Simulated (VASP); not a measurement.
# CuO2 (Fm-3m) in VASP: notebook, part 2 of 2

VASP 6.6.1. The steps go on from the part before.

**3. Single point, r2SCAN**

The input, POSCAR:

```
CuO2
1.0
    0.0000000000      2.3844798727      2.3844798727
    2.3844798727      0.0000000000      2.3844798727
    2.3844798727      2.3844798727      0.0000000000
Cu O
1 2
Direct
    0.0000000000      0.0000000000      0.0000000000
    0.2500000000      0.2500000000      0.2500000000
    0.7500000000      0.7500000000      0.7500000000
```

The input, INCAR.step1:

```
PREC = Accurate
ENCUT = 770
ISMEAR = 0
SIGMA = 0.1
LREAL = False
LASPH = True
NELM = 120
NBANDS = 22
GGA = PE
ALGO = Normal
EDIFF = 1E-5
LWAVE = True
LCHARG = False
GGA_COMPAT = False
```

The input, INCAR.step2:

```
PREC = Accurate
ENCUT = 770
EDIFF = 1E-6
ISMEAR = 0
SIGMA = 0.1
LREAL = False
LASPH = True
NELM = 120
ALGO = Normal
ISIF = 2
LWAVE = False
LCHARG = False
METAGGA = R2SCAN
LMIXTAU = True
NBANDS = 22
ISTART = 1
GGA_COMPAT = False
```

The input, KPOINTS:

```
Automatic mesh
0
Gamma
  16 16 16
```

Potentials or basis: VASP PAW PBE potentials, release 64 (Cu_sv_GW, O).

Launch:

```bash
$ cat potpaw_PBE.64/Cu_sv_GW/POTCAR potpaw_PBE.64/O/POTCAR > POTCAR
$ cp INCAR.step1 INCAR
$ mpirun -np 1 vasp_std > vasp.out
$ cp INCAR.step2 INCAR
$ mpirun -np 1 vasp_std > vasp.out
```

OUTCAR:

```text
PREC = Accurate
   ENCUT = 770
   EDIFF = 1E-6
   ISMEAR = 0
   LREAL = False
   LASPH = True
   NELM = 120
   ISIF = 2
   METAGGA = R2SCAN
   ISTART = 1

 ion  position               nearest neighbor table
   1  0.000  0.000  0.000-   3 2.07   3 2.07   3 2.07   2 2.07   3 2.07   2 2.07   2 2.07   2 2.07

   2  0.250  0.250  0.250-   1 2.07   1 2.07   1 2.07   1 2.07
   3  0.750  0.750  0.750-   1 2.07   1 2.07   1 2.07   1 2.07

  LATTYP: Found a face centered cubic cell.
 ALAT       =     4.7689597454

  Lattice vectors:

 A1 = (   0.0000000000,   2.3844798727,   2.3844798727)
 A2 = (   2.3844798727,   0.0000000000,   2.3844798727)
 A3 = (   2.3844798727,   2.3844798727,   0.0000000000)

Analysis of symmetry for initial positions (statically):
=====================================================================
 Subroutine PRICEL returns:
 Original cell was already a primitive cell.

 Routine SETGRP: Setting up the symmetry group for a
 face centered cubic supercell.

 Subroutine GETGRP returns: Found 48 space group operations
 (whereof 48 operations were pure point group operations)
 out of a pool of 48 trial point group operations.

The static configuration has the point symmetry O_h .

Analysis of symmetry for dynamics (positions and initial velocities):
=====================================================================
 Subroutine PRICEL returns:
 Original cell was already a primitive cell.

 Routine SETGRP: Setting up the symmetry group for a
 face centered cubic supercell.

 Subroutine GETGRP returns: Found 48 space group operations
 (whereof 48 operations were pure point group operations)
 out of a pool of 48 trial point group operations.

The dynamic configuration has the point symmetry O_h .

 Subroutine INISYM returns: Found 48 space group operations
 (whereof 48 operations are pure point group operations),
 and found     1 'primitive' translations

----------------------------------------------------------------------------------------

                                     Primitive cell

  volume of cell :      27.1151

  direct lattice vectors                    reciprocal lattice vectors
     0.000000000  2.384479873  2.384479873    -0.209689335  0.209689335  0.209689335
     2.384479873  0.000000000  2.384479873     0.209689335 -0.209689335  0.209689335
     2.384479873  2.384479873  0.000000000     0.209689335  0.209689335 -0.209689335

  length of vectors
     3.372163775  3.372163775  3.372163775     0.363192583  0.363192583  0.363192583

  position of ions in fractional coordinates (direct lattice)
     0.000000000  0.000000000  0.000000000
     0.250000000  0.250000000  0.250000000
     0.750000000  0.750000000  0.750000000

  ion indices of the primitive-cell ions
   primitive index   ion index
                 1           1
                 2           2
                 3           3

----------------------------------------------------------------------------------------

 KPOINTS: Automatic mesh

Automatic generation of k-mesh.
 Grid dimensions read from file:
 generate k-points for:   16   16   16

 Generating k-lattice:

  Cartesian coordinates                     Fractional coordinates (reciprocal lattice)
    -0.013105583  0.013105583  0.013105583     0.062500000  0.000000000  0.000000000
     0.013105583 -0.013105583  0.013105583     0.000000000  0.062500000  0.000000000
     0.013105583  0.013105583 -0.013105583     0.000000000  0.000000000  0.062500000

  Length of vectors
     0.022699536  0.022699536  0.022699536

  Shift w.r.t. Gamma in fractional coordinates (k-lattice)
     0.000000000  0.000000000  0.000000000

 Subroutine IBZKPT returns following result:
 ===========================================

 Found    145 irreducible k-points:

 Following reciprocal coordinates:
            Coordinates               Weight
  0.000000  0.000000  0.000000      1.000000
  0.062500  0.000000  0.000000      8.000000
  0.125000  0.000000  0.000000      8.000000
  0.187500  0.000000  0.000000      8.000000
  0.250000  0.000000  0.000000      8.000000
  0.312500  0.000000  0.000000      8.000000
[... 16 lines left out ...]
 -0.125000  0.062500  0.000000     24.000000
 -0.062500  0.062500  0.000000     12.000000
 [... further k-points ...]
   k-points           NKPTS =    145   k-points in BZ     NKDIM =    145   number of bands    NBANDS=     22
   number of dos      NEDOS =    301   number of ions     NIONS =      3
   total plane-waves  NPLWV =  32768
   dimension x,y,z NGX =    32 NGY =   32 NGZ =   32
   dimension x,y,z NGXF=    64 NGYF=   64 NGZF=   64
   ions per type =               1   2
   NGX,Y,Z   is equivalent  to a cutoff of  15.78, 15.78, 15.78 a.u.
   NGXF,Y,Z  is equivalent  to a cutoff of  31.55, 31.55, 31.55 a.u.
 SYSTEM =  unknown system
   PREC   = accura    normal or accurate (medium, high low for compatibility)
   ISTART =      1    job   : 0-new  1-cont  2-samecut
   ICHARG =      0    charge: 1-file 2-atom 10-const
   ISPIN  =      1    spin polarized calculation?
   LNONCOLLINEAR =      F non collinear calculations
   LSORBIT =      F    spin-orbit coupling
   LASPH  =      T    aspherical Exc in radial PAW
   ENCUT  =  770.0 eV  56.59 Ry    7.52 a.u.   7.63  7.63  7.63*2*pi/ulx,y,z
   NELM   =    120;   NELMIN=  2; NELMDL=  0     # of ELM steps
   EDIFF  = 0.1E-05   stopping-criterion for ELM
   LREAL  =      F    real-space projection
   EDIFFG = 0.1E-04   stopping-criterion for IOM
   NSW    =      0    number of steps for IOM
   IBRION =     -1    ionic relax: 0-MD 1-quasi-New 2-CG
   NFREE  =      0    steps in history (QN), initial steepest desc. (CG)
   ISIF   =      2    stress and relaxation
   ISYM   =      2    0-nonsym 1-usesym 2-fastsym
   POTIM  = 0.5000    time-step for ionic-motion
   TEBEG  =    0.0;   TEEND  =   0.0 temperature during run
   PSTRESS=    0.0 pullay stress
   NELECT =      31.0000    total number of electrons
   NUPDOWN=      -1.0000    fix difference up-down
   EMIN   =  10.00;   EMAX   =-10.00  energy-range for DOS
   EFERMI =   0.00;   METHOD = LEGACY
   ISMEAR =     0;   SIGMA  =   0.10  broadening in eV -4-tet -1-fermi 0-gaus
   EFERMI_NEDOS =   21; number of points for ismear=-14 and -15
   IALGO  =     38    algorithm
   IMIX   =      4    mixing-type and parameters
     AMIX     =   0.40;   BMIX     =  1.00
     AMIX_MAG =   1.60;   BMIX_MAG =  1.00
  volume/ion in A,a.u.               =       9.04        60.99
  Fermi-wavevector in a.u.,A,eV,Ry     =   1.711821  3.234873 39.869585  2.930332
  Thomas-Fermi vector in A             =   2.789864
   LORBIT       =      0    0 simple, 1 ext, 2 COOP (PROOUT), +10 PAW based schemes
   METAGGA = R2SCAN    functional components
   LHFCALC =     F    Hartree Fock is set to
   AEXX    =    0.0000 exact exchange contribution
   IVDW    =     0    specifies the selected vdW correction
   LEPSILON=     F    determine dielectric tensor
   LRPA    =     F    only Hartree local field effects (RPA)
 non-spin polarized calculation
 Gauss-broadening in eV      SIGMA  =   0.10
  energy-cutoff  :      770.00
  volume of cell :       27.12
 maximum number of plane-waves:      1363
   NGX = 15   NGY = 15   NGZ = 15

 number of electron      30.9999994 magnetization

 Free energy of the ion-electron system (eV)
  ---------------------------------------------------
  ext. energy  EPLUGINS =         0.00000000
  ---------------------------------------------------
  free energy    TOTEN  =       -22.30206561 eV

  energy without entropy =      -22.25118754  energy(sigma->0) =      -22.27662657

 E-fermi :   4.4029     XC(G=0): -13.1755

 val. band max:        4.4028033074   @ k =  -0.3125   0.0625   0.0000
 cond. band min:       4.4071731442   @ k =   0.2500   0.1250   0.0625
 fundamental gap:      0.0043698368
 Fermi energy:         4.4028982627

 k-point     1 :       0.0000    0.0000    0.0000
  band No.  band energies     occupation
      1    -112.7729      2.00000
      2     -68.5733      2.00000
      3     -68.5733      2.00000
      4     -68.5733      2.00000
      5     -16.7705      2.00000
      6     -12.5517      2.00000
[... 14 lines left out ...]
     21      17.1255      0.00000
     22      23.6787      0.00000
[... 552 lines left out ...]
  band No.  band energies     occupation
      1    -112.7722      2.00000
      2     -68.5725      2.00000
      3     -68.5724      2.00000
      4     -68.5724      2.00000
      5     -16.6647      2.00000
      6     -12.6795      2.00000
[... 14 lines left out ...]
     21      17.5406      0.00000
     22      24.5090      0.00000

 [... further k-points ...]

------------------------ aborting loop because EDIFF is reached ----------------------------------------

  FORCE on cell =-STRESS in cart. coord.  units (eV):
  Direction    XX          YY          ZZ          XY          YZ          ZX
  --------------------------------------------------------------------------------------
  -------------------------------------------------------------------------------------
  Total       -0.3086789     -0.3086789     -0.3086789     -0.0000000      0.0000000      0.0000000
  in kB      -18.2392298    -18.2392298    -18.2392298     -0.0000000      0.0000000      0.0000000
  external PRESSURE =     -18.2392298 kB  Pullay stress =       0.0000000 kB

 VOLUME and BASIS-vectors are now :
 -----------------------------------------------------------------------------
  energy-cutoff  :      770.00
  volume of cell :       27.12
      direct lattice vectors                 reciprocal lattice vectors
     0.000000000  2.384479873  2.384479873    -0.209689335  0.209689335  0.209689335
     2.384479873  0.000000000  2.384479873     0.209689335 -0.209689335  0.209689335
     2.384479873  2.384479873  0.000000000     0.209689335  0.209689335 -0.209689335

 POSITION                                       TOTAL-FORCE (eV/Angst)
 -----------------------------------------------------------------------------------
      0.00000      0.00000      0.00000        -0.000000      0.000000     -0.000000
      1.19224      1.19224      1.19224        -0.000000     -0.000000      0.000000
      3.57672      3.57672      3.57672         0.000000      0.000000      0.000000
 -----------------------------------------------------------------------------------
    total drift:                                0.000000     -0.000000      0.000000

  FREE ENERGIE OF THE ION-ELECTRON SYSTEM (eV)
  ---------------------------------------------------
  free  energy   TOTEN  =       -22.3020656102 eV

  energy  without entropy=      -22.2511875378  energy(sigma->0) =      -22.27662657
```

It took 7.3 min on 1 thread of AMD EPYC 9R45 (Zen 5), shared host; peak memory 0.29 GiB.

What came out:

```
Free energy            : -22.3021 eV
Pressure               : -1.8 GPa
Band gap on the k mesh : zero (an odd number of electrons rules out a gap without spin polarisation)
```

Caveat: the PAW data sets were made with another functional, which shifts forces and pressure a little; an odd number of electrons without spin polarisation forces a metal; a magnetic or distorted state may lie lower; semilocal functionals often make such compounds metallic where correlation or magnetic order opens a gap, which also shifts bond lengths. With open d or f shells a metallic result of r2SCAN can be an artefact of self-interaction; +U or a hybrid may open a gap.
